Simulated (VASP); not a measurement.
# Zr (P6_3/mmc) in VASP: a series of runs, part 2 of 2

VASP 6.6.1.

### Step 6. Relaxation of cell and atoms, PBE, target pressure 4 GPa, at which the enthalpy is minimised

This run uses another cell than the first one, of 23.28 Å³/atom.

The input, INCAR:

```
SYSTEM = Zr
ALGO = Normal
EDIFF = 1E-6
EDIFFG = -0.02
ENCUT = 600
GGA = PE
IBRION = 2
ISIF = 3
ISMEAR = -1
LASPH = .TRUE.
LCHARG = .FALSE.
LREAL = .FALSE.
LWAVE = .FALSE.
NELM = 100
NSW = 80
PREC = Accurate
PSTRESS = 40.0
SIGMA = 0.1
```

The input, KPOINTS:

```
k-points
0
G
  10 10 5
  0 0 0
```

The input, POSCAR:

```
Zr
1.0
    3.2320000000      0.0000000000      0.0000000000
   -1.6160000000      2.7989941000      0.0000000000
    0.0000000000      0.0000000000      5.1470000000
Zr
2
Direct
    0.3333333300      0.6666666700      0.2500000000
    0.6666666700      0.3333333300      0.7500000000
```

Potentials or basis: VASP PAW PBE potentials, release 64 (Zr_sv).

Command:

```
$ cat potpaw_PBE.64/Zr_sv/POTCAR > POTCAR
$ mpirun -np 1 vasp_std > vasp.out
```

OUTCAR:

```text
SYSTEM = Zr
   EDIFF = 1E-6
   EDIFFG = -0.02
   ENCUT = 600
   GGA = PE
   IBRION = 2
   ISIF = 3
   ISMEAR = -1
   LASPH = .TRUE.
   LREAL = .FALSE.
   NELM = 100
   NSW = 80
   PREC = Accurate
   PSTRESS = 40.0

 ion  position               nearest neighbor table
   1  0.333  0.667  0.250-   2 3.18   2 3.18   2 3.18   2 3.18   2 3.18   2 3.18
   2  0.667  0.333  0.750-   1 3.18   1 3.18   1 3.18   1 3.18   1 3.18   1 3.18

  LATTYP: Found a hexagonal cell.
 ALAT       =     3.2320000000
 C/A-ratio  =     1.5925123762

  Lattice vectors:

 A1 = (   3.2320000000,   0.0000000000,   0.0000000000)
 A2 = (  -1.6160000000,   2.7989941000,   0.0000000000)
 A3 = (   0.0000000000,   0.0000000000,   5.1470000000)

Analysis of symmetry for initial positions (statically):
=====================================================================
 Subroutine PRICEL returns:
 Original cell was already a primitive cell.

 Routine SETGRP: Setting up the symmetry group for a
 hexagonal supercell.

 Subroutine GETGRP returns: Found 24 space group operations
 (whereof 12 operations were pure point group operations)
 out of a pool of 24 trial point group operations.

The static configuration has the point symmetry D_3d.
 The point group associated with its full space group is D_6h.

Analysis of symmetry for dynamics (positions and initial velocities):
=====================================================================
 Subroutine PRICEL returns:
 Original cell was already a primitive cell.

 Routine SETGRP: Setting up the symmetry group for a
 hexagonal supercell.

 Subroutine GETGRP returns: Found 24 space group operations
 (whereof 12 operations were pure point group operations)
 out of a pool of 24 trial point group operations.

The dynamic configuration has the point symmetry D_3d.
[... 123 lines left out ...]
  Thomas-Fermi vector in A             =   2.442991
   LORBIT       =      0    0 simple, 1 ext, 2 COOP (PROOUT), +10 PAW based schemes
   GGA     = PE    functional components
   LHFCALC =     F    Hartree Fock is set to
   AEXX    =    0.0000 exact exchange contribution
   IVDW    =     0    specifies the selected vdW correction
   LEPSILON=     F    determine dielectric tensor
   LRPA    =     F    only Hartree local field effects (RPA)
 conjugate gradient relaxation of ions
 non-spin polarized calculation
  energy-cutoff  :      600.00
  volume of cell :       46.56
 maximum number of plane-waves:      1576
 NGX is ok and might be reduce to    28
   NGX = 13   NGY = 13   NGZ = 21

--------------------------------------- Ionic step        1  -------------------------------------------

 number of electron      24.0000000 magnetization

 Free energy of the ion-electron system (eV)
  ---------------------------------------------------
  ext. energy  EPLUGINS =         0.00000000
  ---------------------------------------------------
  free energy    TOTEN  =       -17.07446771 eV

  energy without entropy =      -17.00970030  energy(sigma->0) =      -17.04208400

------------------------ aborting loop because EDIFF is reached ----------------------------------------

  FORCE on cell =-STRESS in cart. coord.  units (eV):
  Direction    XX          YY          ZZ          XY          YZ          ZX
  --------------------------------------------------------------------------------------
  -------------------------------------------------------------------------------------
  Total        0.0868695      0.0868695      0.2422348      0.0000000      0.0000000      0.0000000
  in kB        2.9891690      2.9891690      8.3352678      0.0000000      0.0000000      0.0000000
  external PRESSURE =     -35.2287980 kB  Pullay stress =      40.0000000 kB
[... 177 lines left out ...]
--------------------------------------- Ionic step        6  -------------------------------------------

 number of electron      24.0000000 magnetization

 Free energy of the ion-electron system (eV)
  ---------------------------------------------------
  ext. energy  EPLUGINS =         0.00000000
  ---------------------------------------------------
  free energy    TOTEN  =       -17.05214379 eV

  energy without entropy =      -16.98847014  energy(sigma->0) =      -17.02030697

 E-fermi :   9.3559     XC(G=0): -11.2463

 val. band max:        9.3077785315   @ k =   0.1000   0.1000   0.0000
 cond. band min:       9.4118686312   @ k =   0.0000   0.0000   0.4000
 fundamental gap:      0.1040900997
 Fermi energy:         9.3559153224

 k-point     1 :       0.0000    0.0000    0.0000
  band No.  band energies     occupation
      1     -39.3614      2.00000
      2     -39.1877      2.00000
      3     -17.9404      2.00000
      4     -16.9707      2.00000
      5     -16.9707      2.00000
      6     -16.8301      2.00000
[... 433 lines left out ...]
      3     -17.7895      2.00000
      4     -17.6317      2.00000
      5     -17.3576      2.00000
      6     -17.2057      2.00000
[... 8 lines left out ...]
     15      10.9132      0.00000
     16      13.6171      0.00000

 [... further k-points ...]

------------------------ aborting loop because EDIFF is reached ----------------------------------------

  FORCE on cell =-STRESS in cart. coord.  units (eV):
  Direction    XX          YY          ZZ          XY          YZ          ZX
  --------------------------------------------------------------------------------------
  -------------------------------------------------------------------------------------
  Total        1.1323476      1.1323476      1.1349292      0.0000000      0.0000000      0.0000000
  in kB       40.3934159     40.3934157     40.4855087      0.0000000      0.0000000      0.0000000
  external PRESSURE =       0.4241134 kB  Pullay stress =      40.0000000 kB
[... 21 lines left out ...]
  energy  without entropy=      -16.9884701435  energy(sigma->0) =      -17.02030697

  enthalpy is  TOTEN    =       -15.9308248531 eV   P V=        1.1213189398

 reached required accuracy - stopping structural energy minimisation
```

Wall time 80 s (1 thread of Intel Xeon Platinum 8488C (Sapphire Rapids), shared host); peak memory 0.19 GiB.

Results:

```
Free energy                                                : -17.0521 eV
Relaxed volume                                             : 22.46 Å³/atom
Relaxed cell                                               : a = 3.184 Å, b = 3.184 Å, c = 5.115 Å, α = 90.00°, β = 90.00°, γ = 120.00°
Space group after relaxing (to 0.1 Å)                      : P6_3/mmc (No. 194)
Energy change on relaxing (the run minimises the enthalpy) : +11.2 meV/atom
Ionic steps                                                : 6
Pressure after relaxing                                    : 4.0 GPa
Band gap on the k mesh                                     : zero (bands 12 and 13 overlap by 1.19 eV)
```

The path:
```csv
step,energy change (eV),largest force (eV/Å),pressure (GPa),volume (Å³)
1,0.0000,0.0000,0.48,46.56
2,0.0893,0.0000,8.49,43.20
3,0.0217,0.0000,4.00,44.95
4,0.0225,0.0000,4.07,44.92
5,0.0223,0.0000,4.05,44.92
6,0.0223,0.0000,4.04,44.91
```

Final structure:
```
Zr
1.0
     3.18421    0.00000    0.00000
    -1.59211    2.75761    0.00000
     0.00000    0.00000    5.11499
Zr
2
Cartesian
  0.0000 1.8384 1.2787
  1.5921 0.9192 3.8362
```

Levels at points of the mesh, in eV from the Fermi level:
```csv
k point,band 9,band 10,band 11,band 12,band 13,band 14,band 15,band 16
"(0.00, 0.00, 0.00)",-5.67,-3.09,0.93,0.93,1.00,1.29,1.64,1.64
"(0.50, 0.00, 0.00)",-2.65,-2.51,-2.21,-0.06,0.63,0.83,1.53,5.20
```

Caveat: the cell is relaxed towards a set pressure, so the run minimises the enthalpy, not the energy.

### Step 7. Overview

```tsv
task	cell	cutoff (eV)	gap on the mesh (eV)	pressure (GPa)
single point	a = 3.207, b = 3.207, c = 5.143 Å, angles 90.0, 90.0, 120.0°, 2 atoms	520	none	2.0
single point	a = 3.231, b = 3.231, c = 5.173 Å, angles 90.0, 90.0, 120.0°, 2 atoms	520	none	0.0
relaxation of cell and atoms	relaxed from a = 3.232, b = 3.232, c = 5.147 Å, angles 90.0, 90.0, 120.0°, 2 atoms	600	none	0.0
relaxation of cell and atoms	relaxed to 2 GPa from a = 3.232, b = 3.232, c = 5.147 Å, angles 90.0, 90.0, 120.0°, 2 atoms	600	none	2.0
relaxation of cell and atoms	relaxed to 4 GPa from a = 3.232, b = 3.232, c = 5.147 Å, angles 90.0, 90.0, 120.0°, 2 atoms	600	none	4.0
```

Alike in all rows: level PBE; potentials or basis VASP PAW PBE potentials, release 64 (Zr_sv); no spin polarisation; k mesh 10 × 10 × 5; smearing fermi-dirac 0.1 eV.

Caveats: the cell is relaxed towards a set pressure, so the run minimises the enthalpy, not the energy (at least some runs).

Absolute energies hang on the potentials; compare differences alone.
